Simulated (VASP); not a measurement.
## In3Sb2As: single point with PBE

The system is In3Sb2As.

```
CELL_PARAMETERS angstrom
4.59278 0.00000 0.00000
-2.29639 3.97746 0.00000
0.00000 0.00000 11.23678
ATOMIC_POSITIONS crystal
As 0.00000 0.00000 0.00103
Sb 0.33333 0.66667 0.32686
Sb 0.66667 0.33333 0.67176
In 0.33333 0.66667 0.07057
In 0.66667 0.33333 0.41723
In 0.00000 0.00000 0.76255
```

| Property | Result |
| --- | --- |
| Program | VASP 6.6.1 |
| Task | single point |
| Functional | PBE |
| Potentials or basis | VASP PAW PBE potentials, release 64 (As, Sb, In_d) |
| Cutoff | 520 eV |
| k mesh | 6 × 6 × 2 |
| Occupations | fermi-dirac, width 0.02 eV |
| Spin | no spin polarisation |
| Dipole correction | no |
| Further INCAR settings | ALGO = Normal; EDIFF = 1e-07; NBANDS = 36 |

The pressure is 0.0 GPa. The largest force is 0.006 eV/Å and the band gap on the k mesh is zero (bands 27 and 28 overlap by 0.01 eV).

Forces in eV/Å, atoms in the order of the input:
```
As   0.000  0.000 -0.001
Sb   0.000  0.000  0.000
Sb   0.000  0.000 -0.002
In   0.000  0.000  0.006
In   0.000  0.000  0.001
In   0.000  0.000 -0.004
```

Levels at points of the mesh, in eV from the Fermi level:
```csv
k point,band 23,band 24,band 25,band 26,band 27,band 28,band 29,band 30,band 31,band 32
"(0.00, 0.00, 0.00)",-0.97,-0.58,-0.58,-0.15,0.02,0.02,0.54,0.95,3.13,3.13
"(0.50, 0.00, 0.00)",-2.23,-2.13,-2.06,-1.43,-1.19,1.24,1.44,1.66,1.77,3.49
"(0.00, 0.00, 0.50)",-1.19,-0.42,-0.42,-0.15,-0.15,0.01,0.91,1.13,3.34,3.51
"(0.50, 0.00, 0.50)",-2.52,-2.14,-1.74,-1.00,-0.94,0.40,1.47,1.78,2.58,2.78
```

Run time: 47 s on 1 thread of Intel(R) Xeon(R) 6975P-C (Granite Rapids), with other jobs on the host, peak memory 0.37 GiB.

Caveat: semilocal functionals underestimate gaps, and a narrow one can read as zero; spin-orbit coupling is left out, which moves the levels of the heavy elements.
